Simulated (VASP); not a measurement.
Wanted: the native input for a VASP 6.6.1 run.

```
Task                   : relaxation of cell and atoms
Functional             : PBEsol
Potentials or basis    : VASP PAW PBE potentials, release 64 (Pt)
Cutoff                 : 600 eV
k mesh                 : 20 × 20 × 20
Occupations            : methfessel-paxton, width 0.1 eV
Spin                   : no spin polarisation
Dipole correction      : no
Further INCAR settings : ALGO = Normal; EDIFF = 1e-06; IBRION = 2; EDIFFG = -0.01; NSW = 60; ISIF = 3
```

The structure of Pt lies in POSCAR:

```
Pt
1.0
    0.0000000000      1.9609000000      1.9609000000
    1.9609000000      0.0000000000      1.9609000000
    1.9609000000      1.9609000000      0.0000000000
Pt
1
Direct
    0.0000000000      0.0000000000      0.0000000000
```

One way to write it, as run:

INCAR

```
SYSTEM = Pt
PREC     = Accurate       ! precision mode
ENCUT    = 600            ! plane-wave cutoff, eV
EDIFF    = 1E-6           ! SCF threshold, eV
ISMEAR   = 1              ! smearing method
SIGMA    = 0.1            ! smearing width, eV
LREAL    = .False.        ! projectors in reciprocal space
LASPH    = .True.         ! aspherical terms in the spheres
NELM     = 60             ! most SCF steps
ALGO     = Normal         ! electronic algorithm
ISIF     = 3              ! what is computed and relaxed
LWAVE    = .False.        ! write WAVECAR
LCHARG   = .False.        ! write CHGCAR
GGA      = PS             ! functional
IBRION   = 2              ! ionic algorithm
NSW      = 60             ! ionic steps
EDIFFG   = -0.01          ! ionic threshold
```

KPOINTS

```
regular mesh
0
Gamma
  20 20 20
  0 0 0
```

Potentials or basis: VASP PAW PBE potentials, release 64 (Pt).

Run with:

```console
$ cat potpaw_PBE.64/Pt/POTCAR > POTCAR
$ mpirun -np 1 vasp_std > vasp.out
```

It gave:

```json
{"Relaxed volume": "15.01 Å³/atom", "Relaxed cell": "a = 2.769 Å, b = 2.769 Å, c = 2.769 Å, α = 60.00°, β = 60.00°, γ = 60.00°", "Space group after relaxing (to 0.1 Å)": "Fm-3m (No. 225)", "Energy gained by relaxing": "0.3 meV/atom", "Ionic steps": "3", "Pressure after relaxing": "0.0 GPa", "Band gap on the k mesh": "zero (bands 5 and 6 overlap by 2.25 eV)"}
```

Caveat: the PAW data sets were made with another functional, which shifts forces and pressure a little; spin-orbit coupling is left out, which moves the levels of the heavy elements.

It took 64 s on 1 thread of Intel(R) Xeon(R) Platinum 8259CL CPU @ 2.50GHz (Skylake/Cascade Lake) (shared host), peak memory 0.18 GiB.
